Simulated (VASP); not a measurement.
Write the native input for VASP 6.6.1 that does the following.

```yaml
Task: single point
Functional: PBE
Potentials_or_basis: VASP PAW PBE potentials, release 64 (B, P, Ga_d, In_d)
Cutoff: 520 eV
k_mesh: 2 × 2 × 2, shifted
Occupations: gaussian, width 0.1 eV
Spin: no spin polarisation
Dipole_correction: no
Further_INCAR_settings: LREAL = Auto; ALGO = Normal; EDIFF = 1e-07; NBANDS = 101; ISYM = 0
```

The structure of In3Ga6BP10 lies in POSCAR:

```
In3Ga6BP10
1.0
    2.7894324880      2.7897538538      5.4624693596
   -2.8016068084     -2.8025754718      5.4749673288
    8.3449678665     -5.5569872322      2.7316392408
B P Ga In
1 10 6 3
Direct
    0.5954844211      0.9975756576      0.7998638913
    0.5654317127      0.9016355376      0.6293013919
    0.4919430771      0.3170321605      0.8106642115
    0.9222839926      0.9018206229      0.8024576113
    0.4001012325      0.8753156373     -0.0407617617
    0.7970560993      0.8712499020      0.2042340493
    0.6752601449      0.3733083682      0.3922676503
    0.1737269179      0.8715701155      0.4102784091
    0.0955886120      0.3659489327      0.5854955002
    0.8630080145      0.3705884014      1.0128413898
    0.2720277135      0.3963473496      0.1937253360
    0.1923916201      0.0024303248      0.6110460009
    0.9999453184      1.0009463597     -0.0056440471
    0.3057833667      0.5019507831      0.3923827329
    0.7968418696      1.0012937064      0.4127377142
    0.5056503997      0.4961260627     -0.0085291087
    0.9007568710      0.5030941863      0.2017681269
    0.0987136779      0.5005287125      0.8015735578
    0.4062001019     -0.0013113685      0.1873551725
    0.6932363640      0.5006116515      0.6079563250
```

The input as run:

INCAR

```
SYSTEM = In3Ga6BP10
PREC = Accurate ; ENCUT = 520
EDIFF = 1E-7 ; ISMEAR = 0
SIGMA = 0.1 ; LREAL = Auto
LASPH = .True. ; NELM = 80
ALGO = Normal ; ISIF = 2
LWAVE = .False. ; LCHARG = .True.
GGA = PE ; LELF = .True.
LVHAR = .True. ; ISYM = 0
NBANDS = 101
```

KPOINTS

```
Automatic mesh
0
Gamma
  2 2 2
  0.5 0.5 0.5
```

Potentials or basis: VASP PAW PBE potentials, release 64 (B, P, Ga_d, In_d).

Run with:

```sh
$ cat potpaw_PBE.64/B/POTCAR potpaw_PBE.64/P/POTCAR potpaw_PBE.64/Ga_d/POTCAR potpaw_PBE.64/In_d/POTCAR > POTCAR
$ mpirun -np 1 vasp_std > vasp.out
```

It gave:

```yaml
Pressure: 0.0 GPa
Largest_force: 0.016 eV/Å
Band_gap_on_the_k_mesh: 1.88 eV (least direct gap 1.88 eV)
```

Caveat: spin-orbit coupling is left out, which moves the levels of the heavy elements; a shifted mesh leaves out Γ, where band edges can lie.

It took 5.7 min on 1 thread of Intel(R) Xeon(R) Platinum 8488C (Sapphire Rapids), on a shared host, peak memory 0.5 GiB.
